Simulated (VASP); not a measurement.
Set up this calculation in VASP 6.6.1, as the native input.

```
Task                   : single point
Functional             : PBEsol
Potentials or basis    : VASP PAW PBE potentials, release 64 (Cd_sv_GW, S, Cl)
Cutoff                 : 630 eV
k mesh                 : 4 × 4 × 4
Occupations            : fermi-dirac, width 0.1 eV
Spin                   : no spin polarisation
Dipole correction      : no
Further INCAR settings : ALGO = Normal; EDIFF = 1e-06; NBANDS = 99
```

The structure of Cd3S2Cl2 lies in POSCAR:

```
Cd3S2Cl2
1.0
   -4.4339030000      4.4339030000      4.4339030000
    4.4339030000     -4.4339030000      4.4339030000
    4.4339030000      4.4339030000     -4.4339030000
Cd S Cl
6 4 4
Direct
    0.2500000000      0.5529000000      0.3029000000
    0.7500000000      0.9471000000      0.1971000000
    0.3029000000      0.2500000000      0.5529000000
    0.1971000000      0.7500000000      0.9471000000
    0.5529000000      0.3029000000      0.2500000000
    0.9471000000      0.1971000000      0.7500000000
    0.5418000000      0.5418000000      0.5418000000
    0.5000000000      0.0000000000      0.9582000000
    0.9582000000      0.5000000000      0.0000000000
    0.0000000000      0.9582000000      0.5000000000
    0.0214000000      0.0214000000      0.0214000000
    0.5000000000      0.0000000000      0.4786000000
    0.4786000000      0.5000000000      0.0000000000
    0.0000000000      0.4786000000      0.5000000000
```

These files were run (other wordings do the same):

INCAR

```
ALGO = Normal ; EDIFF = 1E-6
ENCUT = 630 ; GGA = PS
GGA_COMPAT = F ; ISIF = 2
ISMEAR = -1 ; LASPH = T
LCHARG = F ; LREAL = F
LWAVE = F ; NBANDS = 99
NELM = 120 ; PREC = Accurate
SIGMA = 0.1
```

KPOINTS

```
k-points
0
Gamma
  4 4 4
```

Potentials or basis: VASP PAW PBE potentials, release 64 (Cd_sv_GW, S, Cl).

Launch:

```bash
$ cat potpaw_PBE.64/Cd_sv_GW/POTCAR potpaw_PBE.64/S/POTCAR potpaw_PBE.64/Cl/POTCAR > POTCAR
$ mpirun -np 1 vasp_std > vasp.out
```

It gave:

```yaml
Pressure: -0.9 GPa
Largest_force: 0.340 eV/Å
Band_gap_on_the_k_mesh: 2.53 eV (least direct gap 2.57 eV)
```

Caveat: the PAW data sets were made with another functional, which shifts forces and pressure a little.

Run time: 9.2 min on 1 thread of Intel(R) Xeon(R) Platinum 8488C (Sapphire Rapids), with other jobs on the host, peak memory 0.75 GiB.
